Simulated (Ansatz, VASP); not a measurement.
# One calculation of Cu, two programs

```xyz
1
Lattice="0.0000 1.8075 1.8075 1.8708 0.0000 1.8075 1.8708 1.8075 0.0000" Properties=species:S:1:pos:R:3 pbc="T T T"
Cu    0.0000    0.0000    0.0000
```

Change from the starting cell: strain +0.0350 x Voigt [1, 0, 0, 0, 0, 0], atoms carried along.

Alike in both runs: task single point; functional PBEsol; k mesh 22 × 22 × 22; occupations gaussian, width 0.15 eV; no spin polarisation.

```csv
,VASP,Ansatz
version,VASP 6.6.1,Ansatz 0.2.0
potentials or method,"VASP PAW PBE potentials, release 64 (Cu), cutoff 520 eV","scalar-relativistic, plane waves, PAW"
valence electrons in the cell,11,19
```

Ansatz gave:

| Item | Value |
| --- | --- |
| gap on the k mesh at the Fermi level (eV) | none |
| pressure (GPa) | -10.7 |
| traceless stress, the component that is largest in VASP (GPa) | -1.36 |

Task: What did VASP give for the same quantities?

Result: gap on the k mesh at the Fermi level (eV): none; pressure (GPa): -9.7; traceless stress, the component that is largest in VASP (GPa): -1.36.

VASP's potentials were made for PBE, not for PBEsol. A gap of «none» marks a metal or a gap that the smearing closes. VASP's potentials hold 11 valence electrons a cell and Ansatz's 19, so a difference there can come from the potentials and not from the codes.
